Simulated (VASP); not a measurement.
**GaAs: single point with PBE**

The system is GaAs.

```xyz
2
Lattice="0.0000 2.8331 2.8331 2.8331 0.0000 2.8331 2.8331 2.8331 0.0000" Properties=species:S:1:pos:R:3 pbc="T T T"
Ga    0.0000    0.0000    0.0000
As    1.4165    1.4165    1.4165
```

```
Program                : VASP 6.6.1
Task                   : single point
Functional             : PBE
Potentials or basis    : VASP PAW PBE potentials, release 64 (Ga_d, As)
Cutoff                 : 520 eV
k mesh                 : 8 × 8 × 8
Occupations            : gaussian, width 0.01 eV
Spin                   : no spin polarisation
Dipole correction      : no
Further INCAR settings : ALGO = Normal; EDIFF = 1e-06; NBANDS = 16
```

```json
{
  "Pressure": "2.9 GPa",
  "Band gap on the k mesh": "0.47 eV, direct"
}
```

Levels at points of the mesh, in eV from the valence-band top:
| k point | band 7 | band 8 | band 9 | band 10 | band 11 | band 12 |
| --- | --- | --- | --- | --- | --- | --- |
| (0.00, 0.00, 0.00) | 0.00 | 0.00 | 0.00 | 0.47 | 3.73 | 3.73 |
| (0.50, 0.00, 0.00) | -6.60 | -1.13 | -1.13 | 0.98 | 4.63 | 4.63 |
| (0.50, 0.50, 0.00) | -6.79 | -2.66 | -2.66 | 1.48 | 1.66 | 10.11 |

It took 20 s on 1 thread of Intel(R) Xeon(R) Platinum 8259CL CPU @ 2.50GHz (Skylake/Cascade Lake), on a shared host, peak memory 0.18 GiB.
